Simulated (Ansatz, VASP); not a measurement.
Mo: VASP beside Ansatz

INCAR

```
ALGO     = Normal         # electronic algorithm
EDIFF    = 1E-7           # SCF threshold, eV
ENCUT    = 520            # plane-wave cutoff, eV
ISIF     = 2              # what is computed and relaxed
ISMEAR   = -1             # smearing method
LASPH    = T              # aspherical terms in the spheres
LCHARG   = F              # write CHGCAR
LREAL    = F              # projectors in reciprocal space
LWAVE    = F              # write WAVECAR
NBANDS   = 28             # bands
NELM     = 100            # most SCF steps
PREC     = Accurate       # precision mode
SIGMA    = 0.1            # smearing width, eV
```

KPOINTS

```
k-points
0
Gamma
  9 9 14
```

POSCAR

```
Mo
1.0
    4.7133526163      0.0000000000      0.0000000000
   -2.3566763082      4.0818831027      0.0000000000
    0.0000000000      0.0000000000      2.5840608304
Mo
3
Direct
    0.0000000000      1.0000000000      1.0000000000
    0.3333333333      0.6666666667      0.5000000000
    0.6666666667      0.3333333333      0.5000000000
```

Input for Ansatz:

```yaml
crystal:
  lattice:
    - [4.7133526163, 0.0, 0.0]
    - [-2.3566763082, 4.0818831027, 0.0]
    - [0.0, 0.0, 2.5840608304]
  atoms:
    - { symbol: Mo, position: [0.0, 1.0, 1.0] }
    - { symbol: Mo, position: [0.3333333333, 0.6666666667, 0.5] }
    - { symbol: Mo, position: [0.6666666667, 0.3333333333, 0.5] }
hamiltonian:
  xc: lda
  pseudopotentials:
    kind: paw
    azcp:
      Mo: "pseudopotentials/Mo.paw.azcp"
basis:
  ecutwfc: 420
  fft_grid_basis: typed
kpoints:
  mp_grid: { grid: [9, 9, 14], shift: [0, 0, 0] }
magnetization:
  spin_polarized: false
scf:
  occupations: { method: fermi_dirac, width: 0.1 }
  lower_state_search: "off"
output:
  stress: true
  write_density: true
  write_potential: true
  elf: true
  volumetric_format: npy
```

Alike in both runs: task single point; functional LDA; k mesh 9 × 9 × 14; occupations fermi-dirac, width 0.1 eV; no spin polarisation.

|  | VASP | Ansatz |
| --- | --- | --- |
| version | VASP 6.6.1 | Ansatz 0.2.0 |
| potentials or method | VASP PAW LDA potentials, release 64 (Mo_sv), cutoff 520 eV | plane waves (420 eV) with PAW, scalar-relativistic |
| valence electrons in the cell | 42 | 42 |

```tsv
	VASP	Ansatz	Ansatz less VASP
pressure (GPa)	-16.6	-17.5	-0.88
traceless stress, the component that is largest in VASP (GPa)	-2.10	-2.27	-0.169
```

Ansatz warns that its potentials were made for another functional, while VASP's fit it. LDA's correlation is that of Perdew and Zunger in VASP and of Perdew and Wang (1992) in Ansatz.
